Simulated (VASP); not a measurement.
A run of VASP 6.6.1 is set up as follows.

Contents of POSCAR:

```
As
1.0
    1.7925152784      1.0349091785      5.1279074594
   -1.7925152784      1.0349091785      5.1279074594
    0.0000000000     -2.0698183571      5.1279074594
As
2
Direct
    0.2110424715      0.2110424715      0.2110424715
    0.7889575285      0.7889575285      0.7889575285
```

INCAR.step1

```
PREC = Accurate ; ENCUT = 600
ISMEAR = 0 ; SIGMA = 0.05
LREAL = False ; LASPH = True
NELM = 80 ; GGA = PE
ALGO = Normal ; EDIFF = 1E-4
LWAVE = True ; LCHARG = False
```

Contents of INCAR.step2:

```
PREC = Accurate ; ENCUT = 600
EDIFF = 1E-6 ; ISMEAR = 0
SIGMA = 0.05 ; LREAL = False
LASPH = True ; NELM = 80
ALGO = Normal ; ISIF = 4
LWAVE = False ; LCHARG = False
METAGGA = R2SCAN ; LMIXTAU = True
IBRION = 2 ; NSW = 60
EDIFFG = -0.01 ; ISTART = 1
```

Contents of KPOINTS:

```
regular mesh
0
Gamma
  14 14 14
```

Potentials or basis: VASP PAW PBE potentials, release 64 (As).

Command:

```console
$ cat potpaw_PBE.64/As/POTCAR > POTCAR
$ cp INCAR.step1 INCAR
$ mpirun -np 1 vasp_std > vasp.out
$ cp INCAR.step2 INCAR
$ mpirun -np 1 vasp_std > vasp.out
```

(1) Predict the band gap on the k mesh.

Results:

(1) 0.65 eV (least direct gap 1.31 eV).
